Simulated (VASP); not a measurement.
Here is a VASP 6.6.1 calculation.

File POSCAR:

```
Ti
1.0
   -1.5755768512      1.5755768512      1.5755768512
    1.5755768512     -1.5755768512      1.5755768512
    1.5755768512      1.5755768512     -1.5755768512
Ti
1
Direct
    0.0000000000      0.0000000000      0.0000000000
```

INCAR.step1

```
PREC = Accurate
ENCUT = 520
ISMEAR = 0
SIGMA = 0.1
LREAL = F
LASPH = T
NELM = 80
NBANDS = 12
GGA = PE
ALGO = Normal
EDIFF = 1E-4
LWAVE = T
LCHARG = F
```

Contents of INCAR.step2:

```
PREC = Accurate
ENCUT = 520
EDIFF = 1E-6
ISMEAR = 0
SIGMA = 0.1
LREAL = F
LASPH = T
NELM = 80
ALGO = Normal
ISIF = 2
LWAVE = F
LCHARG = T
METAGGA = R2SCAN
LMIXTAU = T
LELF = T
LVHAR = T
NBANDS = 12
ISTART = 1
```

File KPOINTS:

```
Automatic mesh
0
Gamma
  18 18 18
```

Potentials or basis: VASP PAW PBE potentials, release 64 (Ti_sv).

The run is started by

```sh
$ cat potpaw_PBE.64/Ti_sv/POTCAR > POTCAR
$ cp INCAR.step1 INCAR
$ mpirun -np 1 vasp_std > vasp.out
$ cp INCAR.step2 INCAR
$ mpirun -np 1 vasp_std > vasp.out
```

Question: Estimate the band gap on the k mesh.

Answer: Zero (band 6 reaches 10.51 eV, above the bottom of band 7 at 8.60 eV).

Question: What does it give for the pressure?

Answer: 12.7 GPa.

Caveat: the PAW data sets were made with another functional, which shifts forces and pressure a little.
